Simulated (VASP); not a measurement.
# Al: single point with PBE+D3(BJ)

The system is Al.

```xyz
2
Lattice="2.8125 0.0000 0.0000 -1.4062 2.4357 0.0000 0.0000 0.0000 4.6502" Properties=species:S:1:pos:R:3 pbc="T T T"
Al    0.0000    1.6238    1.1625
Al    1.4062    0.8119    3.4876
```

```yaml
Program: VASP 6.6.1
Task: single point
Functional: PBE
Dispersion: D3(BJ)
Potentials_or_basis: VASP PAW PBE potentials, release 64 (Al)
Cutoff: 520 eV
k_mesh: 11 × 11 × 6
Occupations: fermi-dirac, width 0.05 eV
Spin: no spin polarisation
Dipole_correction: no
Further_INCAR_settings: ALGO = Normal; EDIFF = 1e-06; NBANDS = 10
```

```json
{"Pressure": "-0.1 GPa", "Band gap on the k mesh": "zero (band 3 reaches 12.38 eV, above the bottom of band 4 at 5.29 eV)", "Dispersion energy per atom": "-0.349 eV"}
```

Levels at points of the mesh, in eV from the Fermi level:
| k point | band 1 | band 2 | band 3 | band 4 | band 5 | band 6 | band 7 | band 8 |
| --- | --- | --- | --- | --- | --- | --- | --- | --- |
| (0.00, 0.00, 0.00) | -11.40 | -4.82 | -4.60 | 11.06 | 11.06 | 11.33 | 11.33 | 12.11 |
| (0.00, 0.00, 0.50) | -9.70 | -9.70 | 3.26 | 3.26 | 12.19 | 12.19 | 12.19 | 12.19 |

Run time: 8.1 s on 1 thread of AMD EPYC 9R45 96-Core Processor (Zen 5), with other jobs on the host, peak memory 0.13 GiB.

Caveat: pairwise dispersion overbinds metals, which lowers pressure and volume.
